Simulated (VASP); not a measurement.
# Ti3H (P6/mmm) in VASP: single point with PBE

Aim: the single point of Ti3H with PBE.

Everything below comes from runs of VASP 6.6.1. Logs are shortened: lines on timing, memory, paths and dates and some standing lists are left out, and cuts for length are marked.

## (1) The cell of the first run

It takes space group P6/mmm (No. 191, hexagonal). The conventional cell has a = 5.127 Å, b = 5.127 Å, c = 2.677 Å, α = 90.00°, β = 90.00°, γ = 120.00°. Ti (site symmetry mmm) has 6 Ti at 2.56 to 2.68 Å and 4 H at 2.89 Å within 3.4 Å. H (site symmetry 6/mmm) has 2 H at 2.68 Å and 12 Ti at 2.89 Å within 3.5 Å.

## (2) Single point, PBE

File POSCAR:

```
Ti3H
1.0
    5.1268111061      0.0000000000      0.0000000000
   -2.5634055531      4.4399486583      0.0000000000
    0.0000000000      0.0000000000      2.6773848066
Ti H
3 1
Direct
    0.5000000000      0.0000000000      0.0000000000
    0.0000000000      0.5000000000      0.0000000000
    0.5000000000      0.5000000000      0.0000000000
    0.0000000000      0.0000000000      0.5000000000
```

File INCAR.step1:

```
PREC = Accurate
ENCUT = 520
EDIFF = 1E-6
ISMEAR = 0
SIGMA = 0.1
LREAL = F
LASPH = T
NELM = 80
ALGO = Normal
ISIF = 2
LWAVE = F
LCHARG = T
LMAXMIX = 4
GGA = PE
NBANDS = 26
```

File KPOINTS.step1:

```
Automatic mesh
0
Gamma
  12 12 18
```

File INCAR.step2:

```
PREC = Accurate
ENCUT = 520
EDIFF = 1E-6
ISMEAR = -5
SIGMA = 0.1
LREAL = F
LASPH = T
NELM = 80
ALGO = Normal
ISIF = 2
LWAVE = F
LCHARG = F
LMAXMIX = 4
GGA = PE
LORBIT = 10
NBANDS = 26
NEDOS = 2001
ICHARG = 11
```

File KPOINTS.step2:

```
Automatic mesh
0
Gamma
  18 18 27
```

Potentials or basis: VASP PAW PBE potentials, release 64 (Ti_sv, H).

The run is started by

```sh
cat potpaw_PBE.64/Ti_sv/POTCAR potpaw_PBE.64/H/POTCAR > POTCAR
cp INCAR.step1 INCAR
cp KPOINTS.step1 KPOINTS
mpirun -np 1 vasp_std > vasp.out
cp INCAR.step2 INCAR
cp KPOINTS.step2 KPOINTS
mpirun -np 1 vasp_std > vasp.out
```

OUTCAR:

```text
PREC = Accurate
   ENCUT = 520
   EDIFF = 1E-6
   ISMEAR = -5
   LREAL = F
   LASPH = T
   NELM = 80
   ISIF = 2
   GGA = PE
   LORBIT = 10
   ICHARG = 11

 ion  position               nearest neighbor table
   1  0.500  0.000  0.000-   2 2.56   2 2.56   3 2.56   3 2.56
   2  0.000  0.500  0.000-   1 2.56   1 2.56   3 2.56   3 2.56
   3  0.500  0.500  0.000-   2 2.56   2 2.56   1 2.56   1 2.56
   4  0.000  0.000  0.500-

  LATTYP: Found a hexagonal cell.
 ALAT       =     5.1268111061
 C/A-ratio  =     0.5222319979

  Lattice vectors:

 A1 = (   5.1268111061,   0.0000000000,   0.0000000000)
 A2 = (  -2.5634055531,   4.4399486583,   0.0000000000)
 A3 = (   0.0000000000,   0.0000000000,   2.6773848066)

Analysis of symmetry for initial positions (statically):
=====================================================================
 Subroutine PRICEL returns:
 Original cell was already a primitive cell.

 Routine SETGRP: Setting up the symmetry group for a
 hexagonal supercell.

 Subroutine GETGRP returns: Found 24 space group operations
 (whereof 24 operations were pure point group operations)
 out of a pool of 24 trial point group operations.

The static configuration has the point symmetry D_6h.

Analysis of symmetry for dynamics (positions and initial velocities):
=====================================================================
 Subroutine PRICEL returns:
 Original cell was already a primitive cell.

 Routine SETGRP: Setting up the symmetry group for a
 hexagonal supercell.

 Subroutine GETGRP returns: Found 24 space group operations
 (whereof 24 operations were pure point group operations)
 out of a pool of 24 trial point group operations.

The dynamic configuration has the point symmetry D_6h.

 Subroutine INISYM returns: Found 24 space group operations
 (whereof 24 operations are pure point group operations),
 and found     1 'primitive' translations

----------------------------------------------------------------------------------------

                                     Primitive cell

  volume of cell :      60.9447

  direct lattice vectors                    reciprocal lattice vectors
     5.126811106  0.000000000  0.000000000     0.195053022  0.112613915  0.000000000
    -2.563405553  4.439948658  0.000000000     0.000000000  0.225227830  0.000000000
     0.000000000  0.000000000  2.677384807     0.000000000  0.000000000  0.373498795

  length of vectors
     5.126811106  5.126811106  2.677384807     0.225227830  0.225227830  0.373498795

  position of ions in fractional coordinates (direct lattice)
     0.500000000  0.000000000  0.000000000
     0.000000000  0.500000000  0.000000000
     0.500000000  0.500000000  0.000000000
     0.000000000  0.000000000  0.500000000

  ion indices of the primitive-cell ions
   primitive index   ion index
                 1           1
                 2           2
                 3           3
                 4           4

----------------------------------------------------------------------------------------

 KPOINTS: Automatic mesh

Automatic generation of k-mesh.
 Grid dimensions read from file:
 generate k-points for:   18   18   27

 Generating k-lattice:

  Cartesian coordinates                     Fractional coordinates (reciprocal lattice)
     0.010836279  0.006256329  0.000000000     0.055555556  0.000000000  0.000000000
     0.000000000  0.012512657  0.000000000     0.000000000  0.055555556  0.000000000
     0.000000000  0.000000000  0.013833289     0.000000000  0.000000000  0.037037037

  Length of vectors
     0.012512657  0.012512657  0.013833289

  Shift w.r.t. Gamma in fractional coordinates (k-lattice)
     0.000000000  0.000000000  0.000000000

 TETIRR: Found   8736 inequivalent tetrahedra from    52488

 Subroutine IBZKPT returns following result:
 ===========================================

 Found    518 irreducible k-points:

 Following reciprocal coordinates:
            Coordinates               Weight
  0.000000  0.000000  0.000000      1.000000
  0.055556 -0.000000  0.000000      6.000000
  0.111111 -0.000000  0.000000      6.000000
  0.166667 -0.000000  0.000000      6.000000
  0.222222 -0.000000  0.000000      6.000000
  0.277778  0.000000  0.000000      6.000000
[... 16 lines left out ...]
  0.333333  0.111111  0.000000     12.000000
  0.388889  0.111111  0.000000     12.000000
 [... further k-points ...]
   k-points           NKPTS =    518   k-points in BZ     NKDIM =    518   number of bands    NBANDS=     26
   number of dos      NEDOS =   2001   number of ions     NIONS =      4
   total plane-waves  NPLWV =  32000
   dimension x,y,z NGX =    40 NGY =   40 NGZ =   20
   dimension x,y,z NGXF=    80 NGYF=   80 NGZF=   40
   ions per type =               3   1
   NGX,Y,Z   is equivalent  to a cutoff of  12.97, 12.97, 12.42 a.u.
   NGXF,Y,Z  is equivalent  to a cutoff of  25.94, 25.94, 24.84 a.u.
 SYSTEM =  unknown system
   PREC   = accura    normal or accurate (medium, high low for compatibility)
   ISTART =      0    job   : 0-new  1-cont  2-samecut
   ICHARG =     11    charge: 1-file 2-atom 10-const
   ISPIN  =      1    spin polarized calculation?
   LNONCOLLINEAR =      F non collinear calculations
   LSORBIT =      F    spin-orbit coupling
   LASPH  =      T    aspherical Exc in radial PAW
   ENCUT  =  520.0 eV  38.22 Ry    6.18 a.u.   9.53  9.53  4.98*2*pi/ulx,y,z
   NELM   =     80;   NELMIN=  2; NELMDL=  0     # of ELM steps
   EDIFF  = 0.1E-05   stopping-criterion for ELM
   LREAL  =      F    real-space projection
   EDIFFG = 0.1E-04   stopping-criterion for IOM
   NSW    =      0    number of steps for IOM
   IBRION =     -1    ionic relax: 0-MD 1-quasi-New 2-CG
   NFREE  =      0    steps in history (QN), initial steepest desc. (CG)
   ISIF   =      2    stress and relaxation
   ISYM   =      2    0-nonsym 1-usesym 2-fastsym
   POTIM  = 0.5000    time-step for ionic-motion
   TEBEG  =    0.0;   TEEND  =   0.0 temperature during run
   PSTRESS=    0.0 pullay stress
   NELECT =      37.0000    total number of electrons
   NUPDOWN=      -1.0000    fix difference up-down
   EMIN   =  10.00;   EMAX   =-10.00  energy-range for DOS
   EFERMI =   0.00;   METHOD = LEGACY
   ISMEAR =    -5;   SIGMA  =   0.10  broadening in eV -4-tet -1-fermi 0-gaus
   EFERMI_NEDOS =   21; number of points for ismear=-14 and -15
   IALGO  =     38    algorithm
   IMIX   =      4    mixing-type and parameters
     AMIX     =   0.40;   BMIX     =  1.00
     AMIX_MAG =   1.60;   BMIX_MAG =  1.00
  volume/ion in A,a.u.               =      15.24       102.82
  Fermi-wavevector in a.u.,A,eV,Ry     =   1.386213  2.619563 26.144782  1.921587
  Thomas-Fermi vector in A             =   2.510550
   LORBIT       =     10    0 simple, 1 ext, 2 COOP (PROOUT), +10 PAW based schemes
   GGA     = PE    functional components
   LHFCALC =     F    Hartree Fock is set to
   AEXX    =    0.0000 exact exchange contribution
   IVDW    =     0    specifies the selected vdW correction
   LEPSILON=     F    determine dielectric tensor
   LRPA    =     F    only Hartree local field effects (RPA)
 non-spin polarized calculation
 Fermi weights with tetrahedron method with Bloechl corrections
  energy-cutoff  :      520.00
  volume of cell :       60.94
 maximum number of plane-waves:      1678
 NGX is ok and might be reduce to    40

 number of electron      36.9999992 magnetization

 Free energy of the ion-electron system (eV)
  ---------------------------------------------------
  ext. energy  EPLUGINS =         0.00000000
  ---------------------------------------------------
  free energy    TOTEN  =       -23.15544858 eV

  energy without entropy =      -23.15544858  energy(sigma->0) =      -23.15544858

 E-fermi :   6.8361     XC(G=0): -10.8281

 val. band max:        6.8817194335   @ k =   0.3333   0.3333   0.4815
 cond. band min:       6.8157674877   @ k =   0.3333   0.3333   0.1852
 fundamental gap:     -0.0659519458
 Fermi energy:         6.8360895540

 k-point     1 :       0.0000    0.0000    0.0000
  band No.  band energies     occupation
      1     -49.7570      2.00000
      2     -49.5078      2.00000
      3     -49.5078      2.00000
      4     -26.6567      2.00000
      5     -26.2780      2.00000
      6     -26.2780      2.00000
[... 18 lines left out ...]
     25       9.1316      0.00000
     26       9.7606      0.00000

 k-point     2 :       0.0556   -0.0000    0.0000
  band No.  band energies     occupation
      1     -49.7553      2.00000
      2     -49.5095      2.00000
      3     -49.5078      2.00000
      4     -26.6487      2.00000
      5     -26.2769      2.00000
      6     -26.2727      2.00000
[... 18 lines left out ...]
     25       9.1414      0.00000
     26       9.7821      0.00000

 k-point     3 :       0.1111   -0.0000    0.0000
  band No.  band energies     occupation
      1     -49.7505      2.00000
      2     -49.5147      2.00000
      3     -49.5078      2.00000
      4     -26.6253      2.00000
      5     -26.2730      2.00000
      6     -26.2567      2.00000
[... 18 lines left out ...]
     25       9.1724      0.00000
     26       9.7364      0.00000

 k-point     4 :       0.1667   -0.0000    0.0000
  band No.  band energies     occupation
      1     -49.7426      2.00000
      2     -49.5229      2.00000
      3     -49.5079      2.00000
      4     -26.5885      2.00000
      5     -26.2653      2.00000
      6     -26.2307      2.00000
[... 18 lines left out ...]
     25       9.2229      0.00000
     26       9.7090      0.00000

 k-point     5 :       0.2222   -0.0000    0.0000
  band No.  band energies     occupation
      1     -49.7320      2.00000
      2     -49.5339      2.00000
      3     -49.5079      2.00000
      4     -26.5422      2.00000
      5     -26.2512      2.00000
      6     -26.1955      2.00000
[... 18 lines left out ...]
     25       9.2923      0.00000
     26       9.6568      0.00000

 k-point     6 :       0.2778    0.0000    0.0000
  band No.  band energies     occupation
      1     -49.7194      2.00000
      2     -49.5471      2.00000
      3     -49.5080      2.00000
      4     -26.4931      2.00000
      5     -26.2258      2.00000
      6     -26.1522      2.00000
[... 427 lines left out ...]
 k-point    21 :       0.2222    0.1111    0.0000
  band No.  band energies     occupation
      1     -49.7151      2.00000
      2     -49.5516      2.00000
      3     -49.5080      2.00000
      4     -26.4707      2.00000
      5     -26.2374      2.00000
      6     -26.1247      2.00000
[... 18 lines left out ...]
     25       9.4200      0.00000
     26       9.7537      0.00000

 k-point    22 :       0.2778    0.1111    0.0000
  band No.  band energies     occupation
      1     -49.7011      2.00000
      2     -49.5660      2.00000
      3     -49.5081      2.00000
      4     -26.4251      2.00000
      5     -26.2057      2.00000
      6     -26.0686      2.00000
[... 18 lines left out ...]
     25       9.5270      0.00000
     26       9.6051      0.00000

 k-point    23 :       0.3333    0.1111    0.0000
  band No.  band energies     occupation
      1     -49.6870      2.00000
      2     -49.5804      2.00000
      3     -49.5081      2.00000
      4     -26.3928      2.00000
      5     -26.1548      2.00000
      6     -26.0071      2.00000
[... 18 lines left out ...]
     25       9.4553      0.00000
     26       9.6661      0.00000

 k-point    24 :       0.3889    0.1111    0.0000
  band No.  band energies     occupation
      1     -49.6753      2.00000
      2     -49.5924      2.00000
      3     -49.5081      2.00000
      4     -26.3758      2.00000
      5     -26.0898      2.00000
      6     -25.9458      2.00000
[... 18 lines left out ...]
     25       9.3733      0.00000
     26       9.7461      0.00000

 [... further k-points ...]

------------------------ aborting loop because EDIFF is reached ----------------------------------------

  FORCE on cell =-STRESS in cart. coord.  units (eV):
  Direction    XX          YY          ZZ          XY          YZ          ZX
  --------------------------------------------------------------------------------------
  -------------------------------------------------------------------------------------
  Total       -0.0400709     -0.0400709     -0.0613708      0.0000000      0.0000000     -0.0000000
  in kB       -1.0534244     -1.0534244     -1.6133784      0.0000000      0.0000000     -0.0000000
  external PRESSURE =      -1.2400757 kB  Pullay stress =       0.0000000 kB

 VOLUME and BASIS-vectors are now :
 -----------------------------------------------------------------------------
  energy-cutoff  :      520.00
  volume of cell :       60.94
      direct lattice vectors                 reciprocal lattice vectors
     5.126811106  0.000000000  0.000000000     0.195053022  0.112613915  0.000000000
    -2.563405553  4.439948658  0.000000000     0.000000000  0.225227830  0.000000000
     0.000000000  0.000000000  2.677384807     0.000000000  0.000000000  0.373498795

 POSITION                                       TOTAL-FORCE (eV/Angst)
 -----------------------------------------------------------------------------------
      2.56341      0.00000      0.00000         0.000000      0.000000      0.000000
     -1.28170      2.21997      0.00000         0.000000      0.000000      0.000000
      1.28170      2.21997      0.00000        -0.000000      0.000000      0.000000
      0.00000      0.00000      1.33869         0.000000      0.000000      0.000000
 -----------------------------------------------------------------------------------
    total drift:                               -0.000000      0.000000     -0.000000

  FREE ENERGIE OF THE ION-ELECTRON SYSTEM (eV)
  ---------------------------------------------------
  free  energy   TOTEN  =       -23.1554485850 eV

  energy  without entropy=      -23.1554485850  energy(sigma->0) =      -23.15544858

 total charge

# of ion       s       p       d       tot
------------------------------------------
    1        2.258   6.061   2.107  10.426
    2        2.258   6.061   2.107  10.426
    3        2.258   6.061   2.107  10.426
    4        0.369   0.007   0.000   0.377
--------------------------------------------------
tot          7.143  18.191   6.320  31.654
```

It took 9.9 min on 1 thread of AMD EPYC 7R13 (Zen 3), shared host; peak memory 0.66 GiB.

What came out:

- Valence electrons inside the program's atomic spheres: Ti 10.43; H 0.38

Caveat: tetrahedron occupations give inexact forces and stress in metals.
